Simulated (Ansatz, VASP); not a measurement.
# AlN: VASP beside Ansatz

INCAR

```
ALGO = Normal ; EDIFF = 1E-6
ENCUT = 520 ; GGA = PS
ISIF = 2 ; ISMEAR = 0
LASPH = True ; LCHARG = False
LREAL = False ; LWAVE = False
NBANDS = 16 ; NELM = 80
PREC = Accurate ; SIGMA = 0.05
```

Contents of KPOINTS:

```
k-points
0
Gamma
  9 9 6
```

POSCAR

```
AlN
1.0
    3.3807000000      0.0000000000      0.0000000000
   -1.6903500000      2.9277720826      0.0000000000
    0.0000000000      0.0000000000      4.1400037194
Al N
2 2
Direct
    0.3333333333      0.6666666667      0.7500000000
    0.6666666667      0.3333333333      0.2500000000
    0.3333333333      0.6666666667      0.2500000000
    0.6666666667      0.3333333333      0.7500000000
```

Input for Ansatz:

```yaml
crystal:
  lattice:
    - [3.3807, 0.0, 0.0]
    - [-1.69035, 2.9277720826, 0.0]
    - [0.0, 0.0, 4.1400037194]
  atoms:
    - { symbol: Al, position: [0.3333333333, 0.6666666667, 0.75] }
    - { symbol: Al, position: [0.6666666667, 0.3333333333, 0.25] }
    - { symbol: "N", position: [0.3333333333, 0.6666666667, 0.25] }
    - { symbol: "N", position: [0.6666666667, 0.3333333333, 0.75] }
basis:
  ecutwfc: 520.0
kpoints:
  mp_grid: { grid: [9, 9, 6] }
hamiltonian:
  xc: pbesol
  pseudopotentials: { kind: paw, azcp: { folder: soft_1 } }
scf:
  occupations: { method: gaussian, width: 0.05 }
output:
  forces: true
  stress: true
  eigenvalues: true
```

Alike in both runs: task single point; functional PBEsol; k mesh 9 × 9 × 6; occupations gaussian, width 0.05 eV; no spin polarisation.

|  | VASP | Ansatz |
| --- | --- | --- |
| version | VASP 6.6.1 | Ansatz 0.2.0 |
| potentials or method | VASP PAW PBE potentials, release 64 (Al, N), cutoff 520 eV | scalar-relativistic, plane waves, PAW |
| valence electrons in the cell | 16 | 16 |

```csv
,VASP,Ansatz,Ansatz less VASP
gap on the k mesh at the Fermi level (eV),3.07,3.06,-0.011
least direct gap on the mesh (eV),3.07,3.06,-0.011
pressure (GPa),-9.7,-9.6,+0.03
"traceless stress, the component that is largest in VASP (GPa)",3.45,3.42,-0.028
```

VASP's potentials were made for PBE, not for PBEsol, and Ansatz warns of the same on its side.
